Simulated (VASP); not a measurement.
# Rh (P6_3/mmc) in VASP: notebook

The runs below take Rh through single point, with PBEsol.

Everything below comes from runs of VASP 6.6.1. Logs are shortened: lines on timing, memory, paths and dates and some standing lists are left out, and cuts for length are marked.

## (1) The cell of the first run

Symmetry: P6_3/mmc, No. 194, hexagonal system. The conventional cell has a = 2.896 Å, b = 2.896 Å, c = 3.731 Å, α = 90.00°, β = 90.00°, γ = 120.00°. Rh (site symmetry -6m2) has 12 Rh at 2.51 to 2.90 Å within 3.3 Å.

This isn't the form of Rh at room conditions, which is fcc.

## (2) Single point, PBEsol

The input, INCAR:

```
ALGO = Fast
EDIFF = 1E-6
ENCUT = 520
GGA = PS
ISIF = 2
ISMEAR = 0
LASPH = T
LCHARG = F
LREAL = F
LWAVE = F
NBANDS = 22
NELM = 100
PREC = Accurate
SIGMA = 0.15
```

The input, KPOINTS:

```
k-points
0
Gamma
  30 30 16
```

The input, POSCAR:

```
Rh
1.0
    2.8963531469      0.0000000000      0.0000000000
   -1.4481765735      2.5083154036      0.0000000000
    0.0000000000      0.0000000000      3.7306365548
Rh
2
Direct
    0.6666666667      0.3333333333      0.7500000000
    0.3333333333      0.6666666667      0.2500000000
```

Potentials or basis: VASP PAW PBE potentials, release 64 (Rh_pv).

The run is started by

```sh
$ cat potpaw_PBE.64/Rh_pv/POTCAR > POTCAR
$ mpirun -np 1 vasp_std > vasp.out
```

OUTCAR:

```text
EDIFF = 1E-6
   ENCUT = 520
   GGA = PS
   ISIF = 2
   ISMEAR = 0
   LASPH = T
   LREAL = F
   NELM = 100
   PREC = Accurate

 ion  position               nearest neighbor table
   1  0.667  0.333  0.750-   2 2.51   2 2.51   2 2.51   2 2.51   2 2.51   2 2.51
   2  0.333  0.667  0.250-   1 2.51   1 2.51   1 2.51   1 2.51   1 2.51   1 2.51

  LATTYP: Found a hexagonal cell.
 ALAT       =     2.8963531469
 C/A-ratio  =     1.2880461620

  Lattice vectors:

 A1 = (   2.8963531469,   0.0000000000,   0.0000000000)
 A2 = (  -1.4481765735,   2.5083154036,   0.0000000000)
 A3 = (   0.0000000000,   0.0000000000,   3.7306365548)

Analysis of symmetry for initial positions (statically):
=====================================================================
 Subroutine PRICEL returns:
 Original cell was already a primitive cell.

 Routine SETGRP: Setting up the symmetry group for a
 hexagonal supercell.

 Subroutine GETGRP returns: Found 24 space group operations
 (whereof 12 operations were pure point group operations)
 out of a pool of 24 trial point group operations.

The static configuration has the point symmetry D_3d.
 The point group associated with its full space group is D_6h.

Analysis of symmetry for dynamics (positions and initial velocities):
=====================================================================
 Subroutine PRICEL returns:
 Original cell was already a primitive cell.

 Routine SETGRP: Setting up the symmetry group for a
 hexagonal supercell.

 Subroutine GETGRP returns: Found 24 space group operations
 (whereof 12 operations were pure point group operations)
 out of a pool of 24 trial point group operations.

The dynamic configuration has the point symmetry D_3d.
 The point group associated with its full space group is D_6h.

 Subroutine INISYM returns: Found 24 space group operations
 (whereof 12 operations are pure point group operations),
 and found     1 'primitive' translations

----------------------------------------------------------------------------------------

                                     Primitive cell

  volume of cell :      27.1030

[... 81 lines left out ...]
   ICHARG =      2    charge: 1-file 2-atom 10-const
   ISPIN  =      1    spin polarized calculation?
   LNONCOLLINEAR =      F non collinear calculations
   LSORBIT =      F    spin-orbit coupling
   LASPH  =      T    aspherical Exc in radial PAW
   ENCUT  =  520.0 eV  38.22 Ry    6.18 a.u.   5.39  5.39  6.94*2*pi/ulx,y,z
   NELM   =    100;   NELMIN=  2; NELMDL= -5     # of ELM steps
   EDIFF  = 0.1E-05   stopping-criterion for ELM
   LREAL  =      F    real-space projection
   EDIFFG = 0.1E-04   stopping-criterion for IOM
   NSW    =      0    number of steps for IOM
   IBRION =     -1    ionic relax: 0-MD 1-quasi-New 2-CG
   NFREE  =      0    steps in history (QN), initial steepest desc. (CG)
   ISIF   =      2    stress and relaxation
   ISYM   =      2    0-nonsym 1-usesym 2-fastsym
   POTIM  = 0.5000    time-step for ionic-motion
   TEBEG  =    0.0;   TEEND  =   0.0 temperature during run
   PSTRESS=    0.0 pullay stress
   NELECT =      30.0000    total number of electrons
   NUPDOWN=      -1.0000    fix difference up-down
   EMIN   =  10.00;   EMAX   =-10.00  energy-range for DOS
   EFERMI =   0.00;   METHOD = LEGACY
   ISMEAR =     0;   SIGMA  =   0.15  broadening in eV -4-tet -1-fermi 0-gaus
   EFERMI_NEDOS =   21; number of points for ismear=-14 and -15
   IALGO  =     68    algorithm
   IMIX   =      4    mixing-type and parameters
     AMIX     =   0.40;   BMIX     =  1.00
     AMIX_MAG =   1.60;   BMIX_MAG =  1.00
  volume/ion in A,a.u.               =      13.55        91.45
  Fermi-wavevector in a.u.,A,eV,Ry     =   1.693466  3.200186 39.019139  2.867826
  Thomas-Fermi vector in A             =   2.774866
   LORBIT       =      0    0 simple, 1 ext, 2 COOP (PROOUT), +10 PAW based schemes
   GGA     = PS    functional components
   LHFCALC =     F    Hartree Fock is set to
   AEXX    =    0.0000 exact exchange contribution
   IVDW    =     0    specifies the selected vdW correction
   LEPSILON=     F    determine dielectric tensor
   LRPA    =     F    only Hartree local field effects (RPA)
 non-spin polarized calculation
 RMM-DIIS sequential band-by-band and
 Gauss-broadening in eV      SIGMA  =   0.15
  energy-cutoff  :      520.00
  volume of cell :       27.10
 maximum number of plane-waves:       752
 NGX is ok and might be reduce to    24

 number of electron      30.0000001 magnetization

 Free energy of the ion-electron system (eV)
  ---------------------------------------------------
  ext. energy  EPLUGINS =         0.00000000
  ---------------------------------------------------
  free energy    TOTEN  =       -15.51479427 eV

  energy without entropy =      -15.46930179  energy(sigma->0) =      -15.49204803

 E-fermi :  12.0853     XC(G=0): -14.2625

 val. band max:       12.0849171823   @ k =   0.5000  -0.0000   0.5000
 cond. band min:      12.0858027414   @ k =   0.3667   0.0333   0.5000
 fundamental gap:      0.0008855591
 Fermi energy:        12.0852862356

 k-point     1 :       0.0000    0.0000    0.0000
  band No.  band energies     occupation
      1     -35.3639      2.00000
      2     -34.5856      2.00000
      3     -34.5856      2.00000
      4     -34.2576      2.00000
      5     -34.2576      2.00000
      6     -34.2013      2.00000
[... 589 lines left out ...]
     21      25.4701      0.00000
     22      29.8211      0.00000

 [... further k-points ...]

------------------------ aborting loop because EDIFF is reached ----------------------------------------

  FORCE on cell =-STRESS in cart. coord.  units (eV):
  Direction    XX          YY          ZZ          XY          YZ          ZX
  --------------------------------------------------------------------------------------
  -------------------------------------------------------------------------------------
  Total       -0.1727103     -0.1727103      7.7696455      0.0000000     -0.0000000      0.0000000
  in kB      -10.2096841    -10.2096841    459.2986664      0.0000000     -0.0000000      0.0000000
  external PRESSURE =     146.2930994 kB  Pullay stress =       0.0000000 kB

 VOLUME and BASIS-vectors are now :
 -----------------------------------------------------------------------------
  energy-cutoff  :      520.00
  volume of cell :       27.10
      direct lattice vectors                 reciprocal lattice vectors
     2.896353147  0.000000000  0.000000000     0.345261765  0.199336973  0.000000000
    -1.448176574  2.508315404  0.000000000     0.000000000  0.398673946  0.000000000
     0.000000000  0.000000000  3.730636555     0.000000000  0.000000000  0.268050770

 POSITION                                       TOTAL-FORCE (eV/Angst)
 -----------------------------------------------------------------------------------
      1.44818      0.83611      2.79798        -0.000000      0.000000      0.000000
     -0.00000      1.67221      0.93266         0.000000     -0.000000      0.000000
 -----------------------------------------------------------------------------------
    total drift:                               -0.000000      0.000000     -0.000000

  FREE ENERGIE OF THE ION-ELECTRON SYSTEM (eV)
  ---------------------------------------------------
  free  energy   TOTEN  =       -15.5147942733 eV

  energy  without entropy=      -15.4693017949  energy(sigma->0) =      -15.49204803
```

Run time: 4.4 min. Hardware: 1 thread of Intel Xeon Platinum 8259CL at 2.50GHz (Skylake/Cascade Lake), shared host; peak memory 0.45 GiB.

What came out:

* Free energy: -15.5148 eV
* Pressure: 14.6 GPa
* Band gap on the k mesh: zero (bands 15 and 16 overlap by 1.30 eV)

Caveat: the cell stands under pressure; the PAW data sets were made with another functional, which shifts forces and pressure a little.

## (3) Single point, PBEsol

This run uses another cell than the first one, of the same volume but with other edges.

The input, INCAR:

```
PREC = Accurate
ENCUT = 520
EDIFF = 1E-6
ISMEAR = 0
SIGMA = 0.15
LREAL = False
LASPH = True
NELM = 60
ALGO = Fast
ISIF = 2
LWAVE = False
LCHARG = False
GGA = PS
NBANDS = 22
```

The input, KPOINTS:

```
regular mesh
0
Gamma
  30 30 16
```

The input, POSCAR:

```
Rh
1.0
    2.4635822047      0.0000000000      0.0000000000
   -1.2317911023      2.1335247736      0.0000000000
    0.0000000000      0.0000000000      5.1564623557
Rh
2
Direct
    0.6666666667      0.3333333333      0.7500000000
    0.3333333333      0.6666666667      0.2500000000
```

Potentials or basis: VASP PAW PBE potentials, release 64 (Rh_pv).

The run is started by

```sh
$ cat potpaw_PBE.64/Rh_pv/POTCAR > POTCAR
$ mpirun -np 1 vasp_std > vasp.out
```

Run time: 5.3 min. Hardware: 1 thread of Intel Xeon Platinum 8259CL at 2.50GHz (Skylake/Cascade Lake), shared host; peak memory 0.45 GiB.

The run converged. Its results:

* Free energy: -14.9729 eV
* Pressure: 24.3 GPa
* Band gap on the k mesh: zero (bands 15 and 16 overlap by 2.81 eV)

Stress tensor (GPa, compression positive):
```
 53.57   0.00   0.00
  0.00  53.57   0.00
  0.00   0.00 -34.12
```

Levels at points of the mesh, in eV from the Fermi level:
```tsv
k point	band 13	band 14	band 15	band 16	band 17	band 18
(0.00, 0.00, 0.00)	-3.00	-1.27	-0.12	-0.12	0.61	0.61
(0.50, 0.00, 0.00)	-1.10	0.16	1.94	2.00	3.68	5.81
(0.00, 0.00, 0.50)	-3.10	-3.10	0.27	0.27	0.27	0.27
(0.50, 0.00, 0.50)	-0.31	-0.31	1.97	1.97	3.17	3.17
```

Caveat: the cell stands under pressure; the PAW data sets were made with another functional, which shifts forces and pressure a little.
